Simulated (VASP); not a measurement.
# MoS2 (P6_3/mmc) in VASP: single point with r2SCAN

Aim: the single point of MoS2 with r2SCAN.

Program: VASP 6.6.1. These are calculated values, not measurements. Logs are shortened: lines on timing, memory, paths and dates and some standing lists are left out, and cuts for length are marked.

**1. The cell of the first run**

The structure is hexagonal, space group P6_3/mmc (No. 194). The conventional cell has a = 3.173 Å, b = 3.173 Å, c = 12.436 Å, α = 90.00°, β = 90.00°, γ = 120.00°. Within 3.2 Å of Mo (site symmetry -6m2) lie 6 S at 2.40 Å and 6 Mo at 3.17 Å. S (site symmetry 3m) has 3 Mo at 2.40 Å and 7 S at 3.11 to 3.17 Å within 3.2 Å.

**2. Single point, r2SCAN**

POSCAR reads:

```
MoS2
1.0
    3.1730194941      0.0000000000      0.0000000000
   -1.5865097470      2.7479154886      0.0000000000
    0.0000000000      0.0000000000     12.4359056939
Mo S
2 4
Direct
    0.3333333333      0.6666666667      0.2500000000
    0.6666666667      0.3333333333      0.7500000000
    0.3333333333      0.6666666667      0.6249005388
    0.6666666667      0.3333333333      0.1249005388
    0.3333333333      0.6666666667      0.8750994612
    0.6666666667      0.3333333333      0.3750994612
```

INCAR.step1 reads:

```
SYSTEM = MoS2
  PREC = Accurate
  ENCUT = 520
  ISMEAR = 0
  SIGMA = 0.01
  LREAL = .FALSE.
  LASPH = .TRUE.
  NELM = 80
  NBANDS = 35
  GGA = PE
  ALGO = Normal
  EDIFF = 1E-4
  LWAVE = .TRUE.
  LCHARG = .FALSE.
```

INCAR.step2 reads:

```
SYSTEM = MoS2
  PREC = Accurate
  ENCUT = 520
  EDIFF = 1E-6
  ISMEAR = 0
  SIGMA = 0.01
  LREAL = .FALSE.
  LASPH = .TRUE.
  NELM = 80
  ALGO = Normal
  ISIF = 2
  LWAVE = .FALSE.
  LCHARG = .FALSE.
  METAGGA = R2SCAN
  LMIXTAU = .TRUE.
  NBANDS = 35
  ISTART = 1
```

KPOINTS reads:

```
Automatic mesh
0
G
  6 6 2
  0 0 0
```

Potentials or basis: VASP PAW PBE potentials, release 64 (Mo_sv, S).

The run is started by

```console
> cat potpaw_PBE.64/Mo_sv/POTCAR potpaw_PBE.64/S/POTCAR > POTCAR
> cp INCAR.step1 INCAR
> mpirun -np 1 vasp_std > vasp.out
> cp INCAR.step2 INCAR
> mpirun -np 1 vasp_std > vasp.out
```

OUTCAR:

```text
SYSTEM = MoS2
   PREC = Accurate
   ENCUT = 520
   EDIFF = 1E-6
   ISMEAR = 0
   LREAL = .FALSE.
   LASPH = .TRUE.
   NELM = 80
   ISIF = 2
   METAGGA = R2SCAN
   ISTART = 1

 ion  position               nearest neighbor table
   1  0.333  0.667  0.250-   4 2.40   6 2.40   4 2.40   6 2.40   4 2.40   6 2.40
   2  0.667  0.333  0.750-   3 2.40   5 2.40   3 2.40   5 2.40   3 2.40   5 2.40
   3  0.333  0.667  0.625-   2 2.40   2 2.40   2 2.40
   4  0.667  0.333  0.125-   1 2.40   1 2.40   1 2.40
   5  0.333  0.667  0.875-   2 2.40   2 2.40   2 2.40
   6  0.667  0.333  0.375-   1 2.40   1 2.40   1 2.40

  LATTYP: Found a hexagonal cell.
 ALAT       =     3.1730194941
 C/A-ratio  =     3.9192654558

  Lattice vectors:

 A1 = (   3.1730194941,   0.0000000000,   0.0000000000)
 A2 = (  -1.5865097470,   2.7479154886,   0.0000000000)
 A3 = (   0.0000000000,   0.0000000000,  12.4359056939)

Analysis of symmetry for initial positions (statically):
=====================================================================
 Subroutine PRICEL returns:
 Original cell was already a primitive cell.

 Routine SETGRP: Setting up the symmetry group for a
 hexagonal supercell.

 Subroutine GETGRP returns: Found 24 space group operations
 (whereof 12 operations were pure point group operations)
 out of a pool of 24 trial point group operations.

The static configuration has the point symmetry D_3d.
 The point group associated with its full space group is D_6h.

Analysis of symmetry for dynamics (positions and initial velocities):
=====================================================================
 Subroutine PRICEL returns:
 Original cell was already a primitive cell.

 Routine SETGRP: Setting up the symmetry group for a
 hexagonal supercell.

 Subroutine GETGRP returns: Found 24 space group operations
 (whereof 12 operations were pure point group operations)
 out of a pool of 24 trial point group operations.

The dynamic configuration has the point symmetry D_3d.
 The point group associated with its full space group is D_6h.

 Subroutine INISYM returns: Found 24 space group operations
 (whereof 12 operations are pure point group operations),
 and found     1 'primitive' translations

----------------------------------------------------------------------------------------

                                     Primitive cell

  volume of cell :     108.4310

  direct lattice vectors                    reciprocal lattice vectors
     3.173019494  0.000000000  0.000000000     0.315157219  0.181956105  0.000000000
    -1.586509747  2.747915489  0.000000000     0.000000000  0.363912211  0.000000000
     0.000000000  0.000000000 12.435905694     0.000000000  0.000000000  0.080412318

  length of vectors
     3.173019494  3.173019494 12.435905694     0.363912211  0.363912211  0.080412318

  position of ions in fractional coordinates (direct lattice)
     0.333333333  0.666666667  0.250000000
     0.666666667  0.333333333  0.750000000
     0.333333333  0.666666667  0.624900539
     0.666666667  0.333333333  0.124900539
     0.333333333  0.666666667  0.875099461
     0.666666667  0.333333333  0.375099461

  ion indices of the primitive-cell ions
   primitive index   ion index
                 1           1
                 2           2
                 3           3
                 4           4
                 5           5
                 6           6

----------------------------------------------------------------------------------------

 KPOINTS: Automatic mesh

Automatic generation of k-mesh.
 Grid dimensions read from file:
 generate k-points for:    6    6    2

 Generating k-lattice:

  Cartesian coordinates                     Fractional coordinates (reciprocal lattice)
     0.052526203  0.030326018  0.000000000     0.166666667 -0.000000000  0.000000000
     0.000000000  0.060652035  0.000000000     0.000000000  0.166666667  0.000000000
     0.000000000  0.000000000  0.040206159     0.000000000  0.000000000  0.500000000

  Length of vectors
     0.060652035  0.060652035  0.040206159

  Shift w.r.t. Gamma in fractional coordinates (k-lattice)
     0.000000000  0.000000000  0.000000000

 Subroutine IBZKPT returns following result:
 ===========================================

 Found     14 irreducible k-points:

 Following reciprocal coordinates:
            Coordinates               Weight
  0.000000  0.000000  0.000000      1.000000
  0.166667  0.000000  0.000000      6.000000
  0.333333 -0.000000  0.000000      6.000000
  0.500000 -0.000000  0.000000      3.000000
  0.166667  0.166667  0.000000      6.000000
  0.333333  0.166667  0.000000     12.000000
  0.333333  0.333333  0.000000      2.000000
  0.000000  0.000000  0.500000      1.000000
  0.166667  0.000000  0.500000      6.000000
  0.333333 -0.000000  0.500000      6.000000
  0.500000 -0.000000  0.500000      3.000000
  0.166667  0.166667  0.500000      6.000000
  0.333333  0.166667  0.500000     12.000000
  0.333333  0.333333  0.500000      2.000000
   k-points           NKPTS =     14   k-points in BZ     NKDIM =     14   number of bands    NBANDS=     35
   number of dos      NEDOS =    301   number of ions     NIONS =      6
   total plane-waves  NPLWV =  55296
   dimension x,y,z NGX =    24 NGY =   24 NGZ =   96
   dimension x,y,z NGXF=    48 NGYF=   48 NGZF=  192
   ions per type =               2   4
   NGX,Y,Z   is equivalent  to a cutoff of  12.57, 12.57, 12.83 a.u.
   NGXF,Y,Z  is equivalent  to a cutoff of  25.15, 25.15, 25.67 a.u.
 SYSTEM =  MoS2
   PREC   = accura    normal or accurate (medium, high low for compatibility)
   ISTART =      1    job   : 0-new  1-cont  2-samecut
   ICHARG =      0    charge: 1-file 2-atom 10-const
   ISPIN  =      1    spin polarized calculation?
   LNONCOLLINEAR =      F non collinear calculations
   LSORBIT =      F    spin-orbit coupling
   LASPH  =      T    aspherical Exc in radial PAW
   ENCUT  =  520.0 eV  38.22 Ry    6.18 a.u.   5.90  5.90 23.12*2*pi/ulx,y,z
   NELM   =     80;   NELMIN=  2; NELMDL=  0     # of ELM steps
   EDIFF  = 0.1E-05   stopping-criterion for ELM
   LREAL  =      F    real-space projection
   EDIFFG = 0.1E-04   stopping-criterion for IOM
   NSW    =      0    number of steps for IOM
   IBRION =     -1    ionic relax: 0-MD 1-quasi-New 2-CG
   NFREE  =      0    steps in history (QN), initial steepest desc. (CG)
   ISIF   =      2    stress and relaxation
   ISYM   =      2    0-nonsym 1-usesym 2-fastsym
   POTIM  = 0.5000    time-step for ionic-motion
   TEBEG  =    0.0;   TEEND  =   0.0 temperature during run
   PSTRESS=    0.0 pullay stress
   NELECT =      52.0000    total number of electrons
   NUPDOWN=      -1.0000    fix difference up-down
   EMIN   =  10.00;   EMAX   =-10.00  energy-range for DOS
   EFERMI =   0.00;   METHOD = LEGACY
   ISMEAR =     0;   SIGMA  =   0.01  broadening in eV -4-tet -1-fermi 0-gaus
   EFERMI_NEDOS =   21; number of points for ismear=-14 and -15
   IALGO  =     38    algorithm
   IMIX   =      4    mixing-type and parameters
     AMIX     =   0.40;   BMIX     =  1.00
     AMIX_MAG =   1.60;   BMIX_MAG =  1.00
  volume/ion in A,a.u.               =      18.07       121.95
  Fermi-wavevector in a.u.,A,eV,Ry     =   1.281420  2.421532 22.341266  1.642037
  Thomas-Fermi vector in A             =   2.413791
   LORBIT       =      0    0 simple, 1 ext, 2 COOP (PROOUT), +10 PAW based schemes
   METAGGA = R2SCAN    functional components
   LHFCALC =     F    Hartree Fock is set to
   AEXX    =    0.0000 exact exchange contribution
   IVDW    =     0    specifies the selected vdW correction
   LEPSILON=     F    determine dielectric tensor
   LRPA    =     F    only Hartree local field effects (RPA)
 non-spin polarized calculation
 Gauss-broadening in eV      SIGMA  =   0.01
  energy-cutoff  :      520.00
  volume of cell :      108.43
 maximum number of plane-waves:      2944
 NGX is ok and might be reduce to    24
   NGX = 11   NGY = 11   NGZ = 47

 number of electron      51.9999999 magnetization

 Free energy of the ion-electron system (eV)
  ---------------------------------------------------
  ext. energy  EPLUGINS =         0.00000000
  ---------------------------------------------------
  free energy    TOTEN  =       -90.06047588 eV

  energy without entropy =      -90.06047588  energy(sigma->0) =      -90.06047588

 E-fermi :   7.3639     XC(G=0): -11.4098

 val. band max:        7.2279142911   @ k =   0.0000   0.0000   0.0000
 cond. band min:       8.2836033028   @ k =   0.1667   0.1667   0.0000
 fundamental gap:      1.0556890117
 Fermi energy:         7.3638690443

 k-point     1 :       0.0000    0.0000    0.0000
  band No.  band energies     occupation
      1     -56.2564      2.00000
      2     -56.2564      2.00000
      3     -29.6787      2.00000
      4     -29.6786      2.00000
      5     -29.4539      2.00000
      6     -29.4539      2.00000
[... 27 lines left out ...]
     34       9.8149      0.00000
     35      13.3090      0.00000

 k-point     2 :       0.1667    0.0000    0.0000
  band No.  band energies     occupation
      1     -56.2456      2.00000
      2     -56.2456      2.00000
      3     -29.6573      2.00000
      4     -29.6573      2.00000
      5     -29.5593      2.00000
      6     -29.5593      2.00000
[... 27 lines left out ...]
     34      10.1741      0.00000
     35      14.8315      0.00000

 k-point     3 :       0.3333   -0.0000    0.0000
  band No.  band energies     occupation
      1     -56.2239      2.00000
      2     -56.2239      2.00000
      3     -29.7653      2.00000
      4     -29.7653      2.00000
      5     -29.6144      2.00000
      6     -29.6144      2.00000
[... 27 lines left out ...]
     34      11.0366      0.00000
     35      14.3786      0.00000

 k-point     4 :       0.5000   -0.0000    0.0000
  band No.  band energies     occupation
      1     -56.2130      2.00000
      2     -56.2130      2.00000
      3     -29.8660      2.00000
      4     -29.8660      2.00000
      5     -29.5928      2.00000
      6     -29.5928      2.00000
[... 27 lines left out ...]
     34      11.3126      0.00000
     35      12.9319      0.00000

 k-point     5 :       0.1667    0.1667    0.0000
  band No.  band energies     occupation
      1     -56.2293      2.00000
      2     -56.2293      2.00000
      3     -29.6950      2.00000
      4     -29.6950      2.00000
      5     -29.6252      2.00000
      6     -29.6251      2.00000
[... 258 lines left out ...]
 k-point    12 :       0.1667    0.1667    0.5000
  band No.  band energies     occupation
      1     -56.2293      2.00000
      2     -56.2293      2.00000
      3     -29.6950      2.00000
      4     -29.6950      2.00000
      5     -29.6252      2.00000
      6     -29.6252      2.00000
[... 27 lines left out ...]
     34      11.0458      0.00000
     35      15.6858      0.00000

 k-point    13 :       0.3333    0.1667    0.5000
  band No.  band energies     occupation
      1     -56.2130      2.00000
      2     -56.2130      2.00000
      3     -29.8146      2.00000
      4     -29.8146      2.00000
      5     -29.6025      2.00000
      6     -29.6025      2.00000
[... 27 lines left out ...]
     34      11.3214      0.00000
     35      14.1773      0.00000

 k-point    14 :       0.3333    0.3333    0.5000
  band No.  band energies     occupation
      1     -56.2076      2.00000
      2     -56.2076      2.00000
      3     -29.7648      2.00000
      4     -29.7648      2.00000
      5     -29.7164      2.00000
      6     -29.7164      2.00000
[... 27 lines left out ...]
     34      11.7120      0.00000
     35      14.2064      0.00000

------------------------ aborting loop because EDIFF is reached ----------------------------------------

  FORCE on cell =-STRESS in cart. coord.  units (eV):
  Direction    XX          YY          ZZ          XY          YZ          ZX
  --------------------------------------------------------------------------------------
  -------------------------------------------------------------------------------------
  Total        0.8634818      0.8634818      0.7172558      0.0000000      0.0000000      0.0000000
  in kB       12.7588120     12.7588120     10.5981756      0.0000000      0.0000000      0.0000000
  external PRESSURE =      12.0385999 kB  Pullay stress =       0.0000000 kB

 VOLUME and BASIS-vectors are now :
 -----------------------------------------------------------------------------
  energy-cutoff  :      520.00
  volume of cell :      108.43
      direct lattice vectors                 reciprocal lattice vectors
     3.173019494  0.000000000  0.000000000     0.315157219  0.181956105  0.000000000
    -1.586509747  2.747915489  0.000000000     0.000000000  0.363912211  0.000000000
     0.000000000  0.000000000 12.435905694     0.000000000  0.000000000  0.080412318

 POSITION                                       TOTAL-FORCE (eV/Angst)
 -----------------------------------------------------------------------------------
     -0.00000      1.83194      3.10898         0.000000      0.000000      0.000000
      1.58651      0.91597      9.32693        -0.000000      0.000000      0.000000
     -0.00000      1.83194      7.77120        -0.000000     -0.000000      0.046069
      1.58651      0.91597      1.55325         0.000000      0.000000      0.046069
     -0.00000      1.83194     10.88265        -0.000000     -0.000000     -0.046069
      1.58651      0.91597      4.66470         0.000000      0.000000     -0.046069
 -----------------------------------------------------------------------------------
    total drift:                                0.000000     -0.000000      0.000000

  FREE ENERGIE OF THE ION-ELECTRON SYSTEM (eV)
  ---------------------------------------------------
  free  energy   TOTEN  =       -90.0604758765 eV

  energy  without entropy=      -90.0604758765  energy(sigma->0) =      -90.06047588
```

Wall time 4.5 min (1 thread of Intel Xeon 8259CL, shared host); peak memory 0.25 GiB.

What came out:

| Item | Value |
| --- | --- |
| Free energy | -90.0605 eV |
| Pressure | 1.2 GPa |
| Largest force | 0.046 eV/Å |
| Band gap on the k mesh | 1.06 eV (least direct gap 1.75 eV) |

Forces in eV/Å, atoms in the order of the input:
```
Mo   0.000  0.000  0.000
Mo   0.000  0.000  0.000
S    0.000  0.000  0.046
S    0.000  0.000  0.046
S    0.000  0.000 -0.046
S    0.000  0.000 -0.046
```

Levels at points of the mesh, in eV from the valence-band top:
| k point | band 24 | band 25 | band 26 | band 27 | band 28 | band 29 |
| --- | --- | --- | --- | --- | --- | --- |
| (0.00, 0.00, 0.00) | -1.37 | -1.11 | 0.00 | 2.25 | 2.25 | 2.28 |
| (0.50, 0.00, 0.00) | -1.71 | -1.43 | -1.31 | 1.70 | 1.75 | 2.13 |
| (0.00, 0.00, 0.50) | -2.33 | -0.29 | -0.29 | 2.26 | 2.26 | 2.26 |
| (0.50, 0.00, 0.50) | -1.79 | -1.36 | -1.36 | 1.72 | 1.72 | 2.26 |

Caveat: the PAW data sets were made with another functional, which shifts forces and pressure a little. A k mesh can miss the band edges.
